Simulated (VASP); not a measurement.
# TiW2 (P-3m1) in VASP: notebook

TiW2 is run at these levels: PBE; tasks: single point, relaxation of shape and atoms at fixed volume.

Everything below comes from runs of VASP 6.6.1. Logs are shortened: lines on timing, memory, paths and dates and some standing lists are left out, and cuts for length are marked.

### 1 The cell of the first run

Symmetry: P-3m1, No. 164, trigonal system. Conventional cell: a = 4.620 Å, b = 4.620 Å, c = 2.874 Å, α = 90.00°, β = 90.00°, γ = 120.00°. Within 3.8 Å of Ti (site symmetry -3m) lie 12 W at 2.86 to 3.25 Å and 2 Ti at 2.87 Å. W (site symmetry 3m) has 8 W at 2.79 to 3.36 Å and 6 Ti at 2.86 to 3.25 Å within 3.7 Å.

### 2 Single point, PBE (17.71 Å³/atom)

INCAR reads:

```
ALGO = Fast
EDIFF = 1E-7
ENCUT = 520
GGA = PE
ISIF = 2
ISMEAR = 0
LASPH = T
LCHARG = F
LREAL = F
LWAVE = F
NBANDS = 27
NELM = 100
PREC = Accurate
SIGMA = 0.1
```

KPOINTS reads:

```
k-points
0
Gamma
  12 12 16
```

POSCAR reads:

```
TiW2
1.0
    4.6204876981      0.0000000000      0.0000000000
   -2.3102438490      4.0014597244      0.0000000000
    0.0000000000      0.0000000000      2.8737834432
Ti W
1 2
Direct
    0.0000000000      0.0000000000      0.0000000000
    0.3333333333      0.6666666667      0.3556422150
    0.6666666667      0.3333333333      0.6443577850
```

Potentials or basis: VASP PAW PBE potentials, release 64 (Ti_sv, W_sv).

Started as:

```sh
> cat potpaw_PBE.64/Ti_sv/POTCAR potpaw_PBE.64/W_sv/POTCAR > POTCAR
> mpirun -np 1 vasp_std > vasp.out
```

OUTCAR:

```text
EDIFF = 1E-7
   ENCUT = 520
   GGA = PE
   ISIF = 2
   ISMEAR = 0
   LASPH = T
   LREAL = F
   NELM = 100
   PREC = Accurate

 ion  position               nearest neighbor table
   1  0.000  0.000  0.000-   2 2.86   3 2.86   2 2.86   3 2.86   3 2.86   2 2.86
   2  0.333  0.667  0.356-   3 2.79   3 2.79   3 2.79   1 2.86   1 2.86   1 2.86   3 3.36   3 3.36
                             3 3.36
   3  0.667  0.333  0.644-   2 2.79   2 2.79   2 2.79   1 2.86   1 2.86   1 2.86   2 3.36   2 3.36
                             2 3.36

  LATTYP: Found a hexagonal cell.
 ALAT       =     4.6204876981
 C/A-ratio  =     0.6219653922

  Lattice vectors:

 A1 = (   4.6204876981,   0.0000000000,   0.0000000000)
 A2 = (  -2.3102438490,   4.0014597244,   0.0000000000)
 A3 = (   0.0000000000,   0.0000000000,   2.8737834432)

Analysis of symmetry for initial positions (statically):
=====================================================================
 Subroutine PRICEL returns:
 Original cell was already a primitive cell.

 Routine SETGRP: Setting up the symmetry group for a
 hexagonal supercell.

 Subroutine GETGRP returns: Found 12 space group operations
 (whereof 12 operations were pure point group operations)
 out of a pool of 24 trial point group operations.

The static configuration has the point symmetry D_3d.

Analysis of symmetry for dynamics (positions and initial velocities):
=====================================================================
 Subroutine PRICEL returns:
 Original cell was already a primitive cell.

 Routine SETGRP: Setting up the symmetry group for a
 hexagonal supercell.

 Subroutine GETGRP returns: Found 12 space group operations
 (whereof 12 operations were pure point group operations)
 out of a pool of 24 trial point group operations.

The dynamic configuration has the point symmetry D_3d.

 Subroutine INISYM returns: Found 12 space group operations
 (whereof 12 operations are pure point group operations),
 and found     1 'primitive' translations

----------------------------------------------------------------------------------------

                                     Primitive cell

  volume of cell :      53.1325

  direct lattice vectors                    reciprocal lattice vectors
     4.620487698  0.000000000  0.000000000     0.216427370  0.124954400  0.000000000
    -2.310243849  4.001459724  0.000000000     0.000000000  0.249908801  0.000000000
     0.000000000  0.000000000  2.873783443     0.000000000  0.000000000  0.347973332

  length of vectors
     4.620487698  4.620487698  2.873783443     0.249908801  0.249908801  0.347973332

  position of ions in fractional coordinates (direct lattice)
     0.000000000  0.000000000  0.000000000
     0.333333333  0.666666667  0.355642215
     0.666666667  0.333333333  0.644357785

  ion indices of the primitive-cell ions
   primitive index   ion index
                 1           1
                 2           2
                 3           3

----------------------------------------------------------------------------------------

 KPOINTS: k-points

Automatic generation of k-mesh.
 Grid dimensions read from file:
 generate k-points for:   12   12   16

 Generating k-lattice:

  Cartesian coordinates                     Fractional coordinates (reciprocal lattice)
     0.018035614  0.010412867  0.000000000     0.083333333 -0.000000000  0.000000000
     0.000000000  0.020825733  0.000000000     0.000000000  0.083333333  0.000000000
     0.000000000  0.000000000  0.021748333     0.000000000  0.000000000  0.062500000

  Length of vectors
     0.020825733  0.020825733  0.021748333

  Shift w.r.t. Gamma in fractional coordinates (k-lattice)
     0.000000000  0.000000000  0.000000000

 Subroutine IBZKPT returns following result:
 ===========================================

 Found    255 irreducible k-points:

 Following reciprocal coordinates:
            Coordinates               Weight
  0.000000  0.000000  0.000000      1.000000
  0.083333 -0.000000  0.000000      6.000000
  0.166667 -0.000000  0.000000      6.000000
  0.250000 -0.000000  0.000000      6.000000
  0.333333  0.000000  0.000000      6.000000
  0.416667 -0.000000  0.000000      6.000000
[... 16 lines left out ...]
  0.166667 -0.000000  0.062500      6.000000
  0.000000  0.166667  0.062500      6.000000
 [... further k-points ...]
   k-points           NKPTS =    255   k-points in BZ     NKDIM =    255   number of bands    NBANDS=     27
   number of dos      NEDOS =    301   number of ions     NIONS =      3
   total plane-waves  NPLWV =  31104
   dimension x,y,z NGX =    36 NGY =   36 NGZ =   24
   dimension x,y,z NGXF=    72 NGYF=   72 NGZF=   48
   ions per type =               1   2
   NGX,Y,Z   is equivalent  to a cutoff of  12.95, 12.95, 13.88 a.u.
   NGXF,Y,Z  is equivalent  to a cutoff of  25.91, 25.91, 27.77 a.u.
 SYSTEM =  unknown system
   PREC   = accura    normal or accurate (medium, high low for compatibility)
   ISTART =      0    job   : 0-new  1-cont  2-samecut
   ICHARG =      2    charge: 1-file 2-atom 10-const
   ISPIN  =      1    spin polarized calculation?
   LNONCOLLINEAR =      F non collinear calculations
   LSORBIT =      F    spin-orbit coupling
   LASPH  =      T    aspherical Exc in radial PAW
   ENCUT  =  520.0 eV  38.22 Ry    6.18 a.u.   8.59  8.59  5.34*2*pi/ulx,y,z
   NELM   =    100;   NELMIN=  2; NELMDL= -5     # of ELM steps
   EDIFF  = 0.1E-06   stopping-criterion for ELM
   LREAL  =      F    real-space projection
   EDIFFG = 0.1E-05   stopping-criterion for IOM
   NSW    =      0    number of steps for IOM
   IBRION =     -1    ionic relax: 0-MD 1-quasi-New 2-CG
   NFREE  =      0    steps in history (QN), initial steepest desc. (CG)
   ISIF   =      2    stress and relaxation
   ISYM   =      2    0-nonsym 1-usesym 2-fastsym
   POTIM  = 0.5000    time-step for ionic-motion
   TEBEG  =    0.0;   TEEND  =   0.0 temperature during run
   PSTRESS=    0.0 pullay stress
   NELECT =      40.0000    total number of electrons
   NUPDOWN=      -1.0000    fix difference up-down
   EMIN   =  10.00;   EMAX   =-10.00  energy-range for DOS
   EFERMI =   0.00;   METHOD = LEGACY
   ISMEAR =     0;   SIGMA  =   0.10  broadening in eV -4-tet -1-fermi 0-gaus
   EFERMI_NEDOS =   21; number of points for ismear=-14 and -15
   IALGO  =     68    algorithm
   IMIX   =      4    mixing-type and parameters
     AMIX     =   0.40;   BMIX     =  1.00
     AMIX_MAG =   1.60;   BMIX_MAG =  1.00
  volume/ion in A,a.u.               =      17.71       119.52
  Fermi-wavevector in a.u.,A,eV,Ry     =   1.489274  2.814321 30.176882  2.217938
  Thomas-Fermi vector in A             =   2.602204
   LORBIT       =      0    0 simple, 1 ext, 2 COOP (PROOUT), +10 PAW based schemes
   GGA     = PE    functional components
   LHFCALC =     F    Hartree Fock is set to
   AEXX    =    0.0000 exact exchange contribution
   IVDW    =     0    specifies the selected vdW correction
   LEPSILON=     F    determine dielectric tensor
   LRPA    =     F    only Hartree local field effects (RPA)
 non-spin polarized calculation
 RMM-DIIS sequential band-by-band and
 Gauss-broadening in eV      SIGMA  =   0.10
  energy-cutoff  :      520.00
  volume of cell :       53.13
 maximum number of plane-waves:      1462
 NGX is ok and might be reduce to    36
   NGX = 17   NGY = 17   NGZ = 11

 number of electron      40.0000000 magnetization

 Free energy of the ion-electron system (eV)
  ---------------------------------------------------
  ext. energy  EPLUGINS =         0.00000000
  ---------------------------------------------------
  free energy    TOTEN  =       -33.68533081 eV

  energy without entropy =      -33.66626049  energy(sigma->0) =      -33.67579565

 E-fermi :   8.8320     XC(G=0): -12.4941

 val. band max:        8.8297634995   @ k =   0.1667  -0.0000   0.1250
 cond. band min:       8.8431555502   @ k =   0.2500   0.0833   0.0625
 fundamental gap:      0.0133920506
 Fermi energy:         8.8320019763

 k-point     1 :       0.0000    0.0000    0.0000
  band No.  band energies     occupation
      1     -64.8499      2.00000
      2     -64.7773      2.00000
      3     -47.8346      2.00000
      4     -29.2055      2.00000
      5     -29.2055      2.00000
      6     -28.7500      2.00000
[... 19 lines left out ...]
     26      11.5372      0.00000
     27      11.9192      0.00000

 k-point     2 :       0.0833   -0.0000    0.0000
  band No.  band energies     occupation
      1     -64.8488      2.00000
      2     -64.7784      2.00000
      3     -47.8346      2.00000
      4     -29.2095      2.00000
      5     -29.2017      2.00000
      6     -28.7715      2.00000
[... 19 lines left out ...]
     26      11.5277      0.00000
     27      11.9429      0.00000

 k-point     3 :       0.1667   -0.0000    0.0000
  band No.  band energies     occupation
      1     -64.8457      2.00000
      2     -64.7816      2.00000
      3     -47.8347      2.00000
      4     -29.2201      2.00000
      5     -29.1903      2.00000
      6     -28.7992      2.00000
[... 19 lines left out ...]
     26      11.5357      0.00000
     27      11.9279      0.00000

 k-point     4 :       0.2500   -0.0000    0.0000
  band No.  band energies     occupation
      1     -64.8407      2.00000
      2     -64.7866      2.00000
      3     -47.8348      2.00000
      4     -29.2338      2.00000
      5     -29.1713      2.00000
      6     -28.8293      2.00000
[... 19 lines left out ...]
     26      11.5807      0.00000
     27      11.9013      0.00000
[... 516 lines left out ...]
      4     -29.2053      2.00000
      5     -29.1988      2.00000
      6     -28.7813      2.00000
[... 19 lines left out ...]
     26      11.6683      0.00000
     27      11.9469      0.00000

 k-point    23 :       0.1667   -0.0000    0.0625
  band No.  band energies     occupation
      1     -64.8443      2.00000
      2     -64.7806      2.00000
      3     -47.8330      2.00000
      4     -29.2173      2.00000
      5     -29.1866      2.00000
      6     -28.8076      2.00000
[... 19 lines left out ...]
     26      11.6021      0.00000
     27      11.9799      0.00000

 k-point    24 :       0.0000    0.1667    0.0625
  band No.  band energies     occupation
      1     -64.8443      2.00000
      2     -64.7806      2.00000
      3     -47.8330      2.00000
      4     -29.2153      2.00000
      5     -29.1878      2.00000
      6     -28.8074      2.00000
[... 19 lines left out ...]
     26      11.6141      0.00000
     27      11.9767      0.00000

 [... further k-points ...]
[... 5 lines left out ...]
  --------------------------------------------------------------------------------------
  -------------------------------------------------------------------------------------
  Total       -5.8812178     -5.8812178     -5.8929430     -0.0000000      0.0000000      0.0000000
  in kB     -177.3444248   -177.3444248   -177.6979889     -0.0000000      0.0000000      0.0000000
  external PRESSURE =    -177.4622795 kB  Pullay stress =       0.0000000 kB

 VOLUME and BASIS-vectors are now :
 -----------------------------------------------------------------------------
  energy-cutoff  :      520.00
  volume of cell :       53.13
      direct lattice vectors                 reciprocal lattice vectors
     4.620487698  0.000000000  0.000000000     0.216427370  0.124954400  0.000000000
    -2.310243849  4.001459724  0.000000000     0.000000000  0.249908801  0.000000000
     0.000000000  0.000000000  2.873783443     0.000000000  0.000000000  0.347973332

 POSITION                                       TOTAL-FORCE (eV/Angst)
 -----------------------------------------------------------------------------------
      0.00000      0.00000      0.00000         0.000000      0.000000      0.000000
     -0.00000      2.66764      1.02204        -0.000000      0.000000     -0.006251
      2.31024      1.33382      1.85174         0.000000     -0.000000      0.006251
 -----------------------------------------------------------------------------------
    total drift:                               -0.000000     -0.000000     -0.000000

  FREE ENERGIE OF THE ION-ELECTRON SYSTEM (eV)
  ---------------------------------------------------
  free  energy   TOTEN  =       -33.6853308139 eV

  energy  without entropy=      -33.6662604859  energy(sigma->0) =      -33.67579565
```

It took 22 min on 1 thread of Oxide Virtual Turin-like, shared host; peak memory 0.39 GiB.

What came out:

| Item | Value |
| --- | --- |
| Free energy | -33.6853 eV |
| Pressure | -17.7 GPa |
| Largest force | 0.006 eV/Å |
| Band gap on the k mesh | zero (bands 20 and 21 overlap by 0.92 eV) |

Forces on the atoms (eV/Å):
```
Ti   0.000  0.000  0.000
W    0.000  0.000 -0.006
W    0.000  0.000  0.006
```

Caveat: the cell stands under tension; spin-orbit coupling is left out, which moves the levels of the heavy elements.

### 3 Relaxation of shape and atoms at fixed volume, PBE (14.17 Å³/atom)

This run uses another cell than the first one, of 14.17 Å³/atom.

INCAR reads:

```
SYSTEM = TiW2
  PREC = Accurate
  ENCUT = 600
  EDIFF = 1E-6
  ISMEAR = 0
  SIGMA = 0.1
  LREAL = .FALSE.
  LASPH = .TRUE.
  NELM = 100
  ALGO = Fast
  ISIF = 4
  LWAVE = .FALSE.
  LCHARG = .FALSE.
  GGA = PE
  IBRION = 2
  NSW = 50
  EDIFFG = -0.01
```

KPOINTS reads:

```
Automatic mesh
0
G
  12 12 16
  0 0 0
```

POSCAR reads:

```
TiW2
1.0
    4.2976556945      0.0000000000      0.0000000000
   -2.1488278472      3.7218790081      0.0000000000
    0.0000000000      0.0000000000      2.6573968972
Ti W
1 2
Direct
    0.0000000000      0.0000000000      0.0000000000
    0.3333333333      0.6666666667      0.3428650567
    0.6666666667      0.3333333333      0.6571349433
```

Potentials or basis: VASP PAW PBE potentials, release 64 (Ti_sv, W_sv).

Started as:

```sh
> cat potpaw_PBE.64/Ti_sv/POTCAR potpaw_PBE.64/W_sv/POTCAR > POTCAR
> mpirun -np 1 vasp_std > vasp.out
```

Wall time 17 min (1 thread of Oxide Virtual Turin-like, shared host); peak memory 0.38 GiB.

Results (log left out):

```yaml
Free_energy: -33.3509 eV
Energy_gained_by_relaxing: 0.3 meV/atom
Ionic_steps: 3
Pressure_after_relaxing: 37.7 GPa
Band_gap_on_the_k_mesh: zero (bands 20 and 21 overlap by 1.51 eV)
```

Step by step:
```tsv
step	energy change (eV)	largest force (eV/Å)	pressure (GPa)	volume (Å³)
1	0.0000	0.1270	37.87	42.51
2	-0.0009	0.0100	37.70	42.51
3	-0.0009	0.0017	37.68	42.51
```

Final structure:
```
CELL_PARAMETERS angstrom
4.29630 0.00000 0.00000
-2.14815 3.72071 0.00000
0.00000 0.00000 2.65907
ATOMIC_POSITIONS crystal
Ti 0.00000 0.00000 0.00000
W 0.33333 0.66667 0.34036
W 0.66667 0.33333 0.65964
```

Levels at points of the mesh, in eV from the Fermi level:
```
           k point  band 16  band 17  band 18  band 19  band 20  band 21  band 22  band 23  band 24
(0.00, 0.00, 0.00)    -2.10    -2.10    -1.34    -1.34     0.12     0.12     0.47     3.32     3.32
(0.50, 0.00, 0.00)    -2.59    -2.17    -2.00    -0.82    -0.28     1.94     2.23     2.29     3.30
(0.00, 0.00, 0.50)    -2.93    -2.93    -2.32    -1.57    -1.57     3.77     3.77     4.04     4.04
(0.50, 0.00, 0.50)    -2.73    -2.38    -2.02    -1.51    -0.22     1.85     2.75     2.81     3.38
```

Caveat: spin-orbit coupling is left out, which moves the levels of the heavy elements.
